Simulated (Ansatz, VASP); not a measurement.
## KRe3 in VASP and in Ansatz

Contents of INCAR:

```
SYSTEM = KRe3
PREC = Accurate ; ENCUT = 600
EDIFF = 1E-6 ; ISMEAR = 0
SIGMA = 0.1 ; LREAL = .FALSE.
LASPH = .TRUE. ; NELM = 200
ALGO = Normal ; ISIF = 2
LWAVE = .FALSE. ; LCHARG = .FALSE.
ISPIN = 2 ; MAGMOM = 0 1 1 1
LORBIT = 11 ; LMAXMIX = 4
GGA = PE ; NBANDS = 27
GGA_COMPAT = .FALSE.
```

File KPOINTS:

```
Automatic mesh
0
G
  6 6 2
  0 0 0
```

File POSCAR:

```
KRe3
1.0
    3.1076668873      0.0000000000      0.0000000000
    0.0000000000      3.1076668873      0.0000000000
    0.0000000000      0.0000000000      8.7256022845
K Re
1 3
Direct
    0.0000000000      0.0000000000      0.5000000000
    0.5000000000      0.5000000000      0.1623241058
    0.5000000000      0.5000000000      0.8376758942
    0.0000000000      0.0000000000      0.0000000000
```

Input for Ansatz:

```yaml
crystal:
  lattice:
    - [3.1076668873, 0.0, 0.0]
    - [0.0, 3.1076668873, 0.0]
    - [0.0, 0.0, 8.7256022845]
  atoms:
    - { symbol: K, position: [0.0, 0.0, 0.5] }
    - { symbol: Re, position: [0.5, 0.5, 0.1623241058], spin: 1.0 }
    - { symbol: Re, position: [0.5, 0.5, 0.8376758942], spin: 1.0 }
    - { symbol: Re, position: [0.0, 0.0, 0.0], spin: 1.0 }
basis:
  ecutwfc: 420
kpoints:
  mp_grid: { grid: [6, 6, 2] }
hamiltonian:
  xc: pbe
scf:
  occupations: { method: gaussian, width: 0.1 }
  lower_state_search: "off"
output:
  forces: true
  stress: true
  eigenvalues: true
  populations: true
magnetization:
  spin_polarized: true
```

Alike in both runs: task single point; functional PBE; k mesh 6 × 6 × 2; occupations gaussian, width 0.1 eV; collinear spin.

```csv
,VASP,Ansatz
version,VASP 6.6.1,Ansatz 0.2.0
potentials or method,"VASP PAW PBE potentials, release 64 (K_sv, Re), cutoff 600 eV","scalar-relativistic, plane waves, PAW"
valence electrons in the cell,30,54
```

|  | VASP | Ansatz | Ansatz less VASP |
| --- | --- | --- | --- |
| gap on the k mesh at the Fermi level (eV) | none | none | - |
| pressure (GPa) | -0.4 | -0.1 | +0.32 |
| traceless stress, the component that is largest in VASP (GPa) | 0.10 | 0.19 | +0.090 |
| rms of the force components (eV/Å) | 0.028 | 0.001 | -0.0263 |
| net moment per atom (μB) | 0.00 | 0.00 | -0.001 |

Atom by atom the forces differ by 0.029 eV/Å (rms over components). A gap of «none» marks a metal or a gap that the smearing closes. The functional is the same, so the differences come from potentials, cutoffs and numerics. VASP's potentials hold 30 valence electrons a cell and Ansatz's 54, so a difference there can come from the potentials and not from the codes. Ansatz's warnings: seeded moment not kept.

The k mesh is coarse, so the values compare programs but aren't converged. Neither program's run includes spin-orbit coupling.
